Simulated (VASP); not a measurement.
# C (I4_1/amd) in VASP: single point with PBEsol

Aim: the single point of C with PBEsol.

Everything below comes from runs of VASP 6.6.1. Logs are shortened: lines on timing, memory, paths and dates and some standing lists are left out, and cuts for length are marked.

### 1 The cell of the first run

It takes space group I4_1/amd (No. 141, tetragonal). The conventional cell has a = 4.907 Å, b = 4.907 Å, c = 4.964 Å, α = 90.00°, β = 90.00°, γ = 90.00°. Within 2.0 Å of C (site symmetry 2) lie 4 C at 1.52 to 1.58 Å.

### 2 Single point, PBEsol

File INCAR:

```
PREC = Accurate ; ENCUT = 600
EDIFF = 1E-6 ; ISMEAR = 0
SIGMA = 0.1 ; LREAL = False
LASPH = True ; NELM = 120
ALGO = Normal ; ISIF = 2
LWAVE = False ; LCHARG = False
GGA = PS ; NBANDS = 26
GGA_COMPAT = False
```

File KPOINTS:

```
regular mesh
0
Gamma
  6 6 6
```

File POSCAR:

```
C
1.0
   -2.4534163960      2.4534163960      2.4822347044
    2.4534163960     -2.4534163960      2.4822347044
    2.4534163960      2.4534163960     -2.4822347044
C
8
Direct
    0.8386334659      0.1613665341      0.0000000000
    0.1613665341      0.1613665341      0.3227330683
    0.9113665341      0.4113665341      0.8227330683
    0.5886334659      0.4113665341      0.5000000000
    0.8386334659      0.8386334659      0.6772669317
    0.1613665341      0.8386334659      0.0000000000
    0.9113665341      0.0886334659      0.5000000000
    0.5886334659      0.0886334659      0.1772669317
```

Potentials or basis: VASP PAW PBE potentials, release 64 (C).

Launch:

```sh
cat potpaw_PBE.64/C/POTCAR > POTCAR
mpirun -np 1 vasp_std > vasp.out
```

OUTCAR:

```text
PREC = Accurate
   ENCUT = 600
   EDIFF = 1E-6
   ISMEAR = 0
   LREAL = False
   LASPH = True
   NELM = 120
   ISIF = 2
   GGA = PS

 ion  position               nearest neighbor table
   1  0.839  0.161  0.000-   3 1.52   8 1.52   5 1.58   2 1.58
   2  0.161  0.161  0.323-   7 1.52   4 1.52   6 1.58   1 1.58
   3  0.911  0.411  0.823-   1 1.52   6 1.52   4 1.58   7 1.58
   4  0.589  0.411  0.500-   2 1.52   5 1.52   3 1.58   8 1.58
   5  0.839  0.839  0.677-   7 1.52   4 1.52   6 1.58   1 1.58
   6  0.161  0.839  0.000-   3 1.52   8 1.52   5 1.58   2 1.58
   7  0.911  0.089  0.500-   2 1.52   5 1.52   3 1.58   8 1.58
   8  0.589  0.089  0.177-   1 1.52   6 1.52   4 1.58   7 1.58

  LATTYP: Found a body centered tetragonal cell.
 ALAT       =     4.9068327920
 C/A-ratio  =     1.0117461954

  Lattice vectors:

 A1 = (  -2.4534163960,   2.4534163960,   2.4822347044)
 A2 = (   2.4534163960,  -2.4534163960,   2.4822347044)
 A3 = (   2.4534163960,   2.4534163960,  -2.4822347044)

Analysis of symmetry for initial positions (statically):
=====================================================================
 Subroutine PRICEL returns:
 Original cell was already a primitive cell.

 Routine SETGRP: Setting up the symmetry group for a
 body centered tetragonal supercell.

 Subroutine GETGRP returns: Found 16 space group operations
 (whereof  8 operations were pure point group operations)
 out of a pool of 16 trial point group operations.

The static configuration has the point symmetry D_2d.
 The point group associated with its full space group is D_4h.

Analysis of symmetry for dynamics (positions and initial velocities):
=====================================================================
 Subroutine PRICEL returns:
 Original cell was already a primitive cell.

 Routine SETGRP: Setting up the symmetry group for a
 body centered tetragonal supercell.

 Subroutine GETGRP returns: Found 16 space group operations
 (whereof  8 operations were pure point group operations)
 out of a pool of 16 trial point group operations.

The dynamic configuration has the point symmetry D_2d.
 The point group associated with its full space group is D_4h.

 Subroutine INISYM returns: Found 16 space group operations
 (whereof  8 operations are pure point group operations),
 and found     1 'primitive' translations

----------------------------------------------------------------------------------------

                                     Primitive cell

  volume of cell :      59.7648

  direct lattice vectors                    reciprocal lattice vectors
    -2.453416396  2.453416396  2.482234704     0.000000000  0.203797448  0.201431395
     2.453416396 -2.453416396  2.482234704     0.203797448  0.000000000  0.201431395
     2.453416396  2.453416396 -2.482234704     0.203797448  0.203797448  0.000000000

  length of vectors
     4.266144999  4.266144999  4.266144999     0.286544947  0.286544947  0.288213115

  position of ions in fractional coordinates (direct lattice)
     0.838633466  0.161366534  0.000000000
     0.161366534  0.161366534  0.322733068
     0.911366534  0.411366534  0.822733068
     0.588633466  0.411366534  0.500000000
     0.838633466  0.838633466  0.677266932
     0.161366534  0.838633466  0.000000000
     0.911366534  0.088633466  0.500000000
     0.588633466  0.088633466  0.177266932

  ion indices of the primitive-cell ions
   primitive index   ion index
                 1           1
                 2           2
                 3           3
                 4           4
                 5           5
                 6           6
                 7           7
                 8           8

----------------------------------------------------------------------------------------

 KPOINTS: regular mesh

Automatic generation of k-mesh.
 Grid dimensions read from file:
 generate k-points for:    6    6    6

 Generating k-lattice:

  Cartesian coordinates                     Fractional coordinates (reciprocal lattice)
     0.000000000  0.033966241  0.033571899     0.166666667  0.000000000  0.000000000
     0.033966241  0.000000000  0.033571899     0.000000000  0.166666667  0.000000000
     0.033966241  0.033966241  0.000000000     0.000000000  0.000000000  0.166666667

  Length of vectors
     0.047757491  0.047757491  0.048035519

  Shift w.r.t. Gamma in fractional coordinates (k-lattice)
     0.000000000  0.000000000  0.000000000

 Subroutine IBZKPT returns following result:
 ===========================================

 Found     30 irreducible k-points:

 Following reciprocal coordinates:
            Coordinates               Weight
  0.000000  0.000000  0.000000      1.000000
  0.166667  0.000000 -0.000000      8.000000
  0.333333  0.000000 -0.000000      8.000000
  0.500000  0.000000 -0.000000      4.000000
  0.166667  0.166667 -0.000000      8.000000
  0.333333  0.166667 -0.000000     16.000000
[... 16 lines left out ...]
 -0.333333 -0.333333  0.166667      8.000000
 -0.166667 -0.333333  0.166667      8.000000
 [... further k-points ...]
   k-points           NKPTS =     30   k-points in BZ     NKDIM =     30   number of bands    NBANDS=     26
   number of dos      NEDOS =    301   number of ions     NIONS =      8
   total plane-waves  NPLWV =  46656
   dimension x,y,z NGX =    36 NGY =   36 NGZ =   36
   dimension x,y,z NGXF=    72 NGYF=   72 NGZF=   72
   ions per type =               8
   NGX,Y,Z   is equivalent  to a cutoff of  14.03, 14.03, 14.03 a.u.
   NGXF,Y,Z  is equivalent  to a cutoff of  28.06, 28.06, 28.06 a.u.
 SYSTEM =  unknown system
   PREC   = accura    normal or accurate (medium, high low for compatibility)
   ISTART =      0    job   : 0-new  1-cont  2-samecut
   ICHARG =      2    charge: 1-file 2-atom 10-const
   ISPIN  =      1    spin polarized calculation?
   LNONCOLLINEAR =      F non collinear calculations
   LSORBIT =      F    spin-orbit coupling
   LASPH  =      T    aspherical Exc in radial PAW
   ENCUT  =  600.0 eV  44.10 Ry    6.64 a.u.   8.52  8.52  8.52*2*pi/ulx,y,z
   NELM   =    120;   NELMIN=  2; NELMDL= -5     # of ELM steps
   EDIFF  = 0.1E-05   stopping-criterion for ELM
   LREAL  =      F    real-space projection
   EDIFFG = 0.1E-04   stopping-criterion for IOM
   NSW    =      0    number of steps for IOM
   IBRION =     -1    ionic relax: 0-MD 1-quasi-New 2-CG
   NFREE  =      0    steps in history (QN), initial steepest desc. (CG)
   ISIF   =      2    stress and relaxation
   ISYM   =      2    0-nonsym 1-usesym 2-fastsym
   POTIM  = 0.5000    time-step for ionic-motion
   TEBEG  =    0.0;   TEEND  =   0.0 temperature during run
   PSTRESS=    0.0 pullay stress
   NELECT =      32.0000    total number of electrons
   NUPDOWN=      -1.0000    fix difference up-down
   EMIN   =  10.00;   EMAX   =-10.00  energy-range for DOS
   EFERMI =   0.00;   METHOD = LEGACY
   ISMEAR =     0;   SIGMA  =   0.10  broadening in eV -4-tet -1-fermi 0-gaus
   EFERMI_NEDOS =   21; number of points for ismear=-14 and -15
   IALGO  =     38    algorithm
   IMIX   =      4    mixing-type and parameters
     AMIX     =   0.40;   BMIX     =  1.00
     AMIX_MAG =   1.60;   BMIX_MAG =  1.00
  volume/ion in A,a.u.               =       7.47        50.41
  Fermi-wavevector in a.u.,A,eV,Ry     =   1.329361  2.512129 24.044236  1.767202
  Thomas-Fermi vector in A             =   2.458529
   LORBIT       =      0    0 simple, 1 ext, 2 COOP (PROOUT), +10 PAW based schemes
   GGA     = PS    functional components
   LHFCALC =     F    Hartree Fock is set to
   AEXX    =    0.0000 exact exchange contribution
   IVDW    =     0    specifies the selected vdW correction
   LEPSILON=     F    determine dielectric tensor
   LRPA    =     F    only Hartree local field effects (RPA)
 non-spin polarized calculation
 Gauss-broadening in eV      SIGMA  =   0.10
  energy-cutoff  :      600.00
  volume of cell :       59.76
 maximum number of plane-waves:      2010
 NGX is ok and might be reduce to    36
   NGX = 17   NGY = 17   NGZ = 17

 number of electron      31.9999999 magnetization

 Free energy of the ion-electron system (eV)
  ---------------------------------------------------
  ext. energy  EPLUGINS =         0.00000000
  ---------------------------------------------------
  free energy    TOTEN  =       -70.72603808 eV

  energy without entropy =      -70.72603808  energy(sigma->0) =      -70.72603808

 E-fermi :   6.5633     XC(G=0): -11.4057

 val. band max:        6.0972850467   @ k =   0.0000   0.0000   0.0000
 cond. band min:       9.2413260918   @ k =  -0.3333   0.3333   0.0000
 fundamental gap:      3.1440410451
 Fermi energy:         6.5632724958

 k-point     1 :       0.0000    0.0000    0.0000
  band No.  band energies     occupation
      1     -14.4298      2.00000
      2      -8.0885      2.00000
      3      -8.0885      2.00000
      4      -7.0188      2.00000
      5      -5.4052      2.00000
      6      -5.1951      2.00000
[... 18 lines left out ...]
     25      16.5579      0.00000
     26      17.0195      0.00000

 k-point     2 :       0.1667    0.0000   -0.0000
  band No.  band energies     occupation
      1     -14.2349      2.00000
      2      -9.0907      2.00000
      3      -8.4039      2.00000
      4      -6.7039      2.00000
      5      -5.5207      2.00000
      6      -5.1176      2.00000
[... 18 lines left out ...]
     25      16.4417      0.00000
     26      16.7196      0.00000

 k-point     3 :       0.3333    0.0000   -0.0000
  band No.  band energies     occupation
      1     -13.7138      2.00000
      2     -10.4855      2.00000
      3      -8.8553      2.00000
      4      -6.5730      2.00000
      5      -5.7523      2.00000
      6      -5.2980      2.00000
[... 18 lines left out ...]
     25      16.5610      0.00000
     26      16.8007      0.00000

 k-point     4 :       0.5000    0.0000   -0.0000
  band No.  band energies     occupation
      1     -13.2960      2.00000
      2     -11.2241      2.00000
      3      -9.0335      2.00000
      4      -6.5481      2.00000
      5      -5.8786      2.00000
      6      -5.4019      2.00000
[... 18 lines left out ...]
     25      15.4933      0.00000
     26      16.5140      0.00000

 k-point     5 :       0.1667    0.1667   -0.0000
  band No.  band energies     occupation
      1     -13.8857      2.00000
      2     -10.0379      2.00000
      3      -8.7054      2.00000
      4      -7.1867      2.00000
      5      -5.4308      2.00000
      6      -4.3553      2.00000
[... 18 lines left out ...]
     25      15.8004      0.00000
     26      16.9490      0.00000

 k-point     6 :       0.3333    0.1667   -0.0000
  band No.  band energies     occupation
      1     -13.3158      2.00000
      2     -11.1279      2.00000
      3      -9.0786      2.00000
      4      -7.2236      2.00000
      5      -5.5756      2.00000
      6      -4.3630      2.00000
[... 427 lines left out ...]
 k-point    21 :      -0.3333    0.5000    0.1667
  band No.  band energies     occupation
      1     -12.7879      2.00000
      2     -11.6151      2.00000
      3      -9.2722      2.00000
      4      -8.3038      2.00000
      5      -4.5727      2.00000
      6      -3.0511      2.00000
[... 18 lines left out ...]
     25      15.9192      0.00000
     26      16.0936      0.00000

 k-point    22 :      -0.1667    0.5000    0.1667
  band No.  band energies     occupation
      1     -13.0933      2.00000
      2     -11.2036      2.00000
      3      -9.3214      2.00000
      4      -7.9688      2.00000
      5      -4.7025      2.00000
      6      -4.3491      2.00000
[... 18 lines left out ...]
     25      15.7806      0.00000
     26      16.0737      0.00000

 k-point    23 :      -0.3333   -0.3333    0.1667
  band No.  band energies     occupation
      1     -13.0300      2.00000
      2     -11.0483      2.00000
      3      -9.4725      2.00000
      4      -8.4663      2.00000
      5      -4.5947      2.00000
      6      -3.2958      2.00000
[... 18 lines left out ...]
     25      15.0970      0.00000
     26      16.5303      0.00000

 k-point    24 :      -0.1667   -0.3333    0.1667
  band No.  band energies     occupation
      1     -13.5839      2.00000
      2     -10.1887      2.00000
      3      -9.1461      2.00000
      4      -8.2393      2.00000
      5      -4.6604      2.00000
      6      -4.1029      2.00000
[... 18 lines left out ...]
     25      16.2045      0.00000
     26      16.3184      0.00000

 [... further k-points ...]

------------------------ aborting loop because EDIFF is reached ----------------------------------------

  FORCE on cell =-STRESS in cart. coord.  units (eV):
  Direction    XX          YY          ZZ          XY          YZ          ZX
  --------------------------------------------------------------------------------------
  -------------------------------------------------------------------------------------
  Total        0.1537008      0.1537008      0.0567793      0.0000000      0.0000000     -0.0000000
  in kB        4.1204186      4.1204186      1.5221424      0.0000000      0.0000000     -0.0000000
  external PRESSURE =       3.2543265 kB  Pullay stress =       0.0000000 kB

 VOLUME and BASIS-vectors are now :
 -----------------------------------------------------------------------------
  energy-cutoff  :      600.00
  volume of cell :       59.76
      direct lattice vectors                 reciprocal lattice vectors
    -2.453416396  2.453416396  2.482234704     0.000000000  0.203797448  0.201431395
     2.453416396 -2.453416396  2.482234704     0.203797448  0.000000000  0.201431395
     2.453416396  2.453416396 -2.482234704     0.203797448  0.203797448  0.000000000

 POSITION                                       TOTAL-FORCE (eV/Angst)
 -----------------------------------------------------------------------------------
     -1.66162      1.66162      2.48223         0.016975     -0.016975     -0.000000
      0.79180      0.79180     -0.00000         0.016975      0.016975     -0.000000
      0.79180      3.24521      1.24112         0.016975      0.016975     -0.000000
      0.79180      1.66162      1.24112         0.016975     -0.016975      0.000000
      1.66162      1.66162      2.48223        -0.016975     -0.016975      0.000000
      1.66162     -1.66162      2.48223        -0.016975      0.016975      0.000000
     -0.79180      3.24521      1.24112        -0.016975      0.016975     -0.000000
     -0.79180      1.66162      1.24112        -0.016975     -0.016975     -0.000000
 -----------------------------------------------------------------------------------
    total drift:                               -0.000000     -0.000000      0.000000

  FREE ENERGIE OF THE ION-ELECTRON SYSTEM (eV)
  ---------------------------------------------------
  free  energy   TOTEN  =       -70.7260380804 eV

  energy  without entropy=      -70.7260380804  energy(sigma->0) =      -70.72603808
```

Wall time 82 s (1 thread of Intel Xeon 8259CL, shared host); peak memory 0.21 GiB.

Results:

```yaml
Free_energy: -70.7260 eV
Pressure: 0.3 GPa
Largest_force: 0.024 eV/Å
Band_gap_on_the_k_mesh: 3.14 eV (least direct gap 3.48 eV)
```

Forces on the atoms (eV/Å):
```
C    0.017 -0.017  0.000
C    0.017  0.017  0.000
C    0.017  0.017  0.000
C    0.017 -0.017  0.000
C   -0.017 -0.017  0.000
C   -0.017  0.017  0.000
C   -0.017  0.017  0.000
C   -0.017 -0.017  0.000
```

Caveat: the PAW data sets were made with another functional, which shifts forces and pressure a little. A k mesh can miss the band edges.
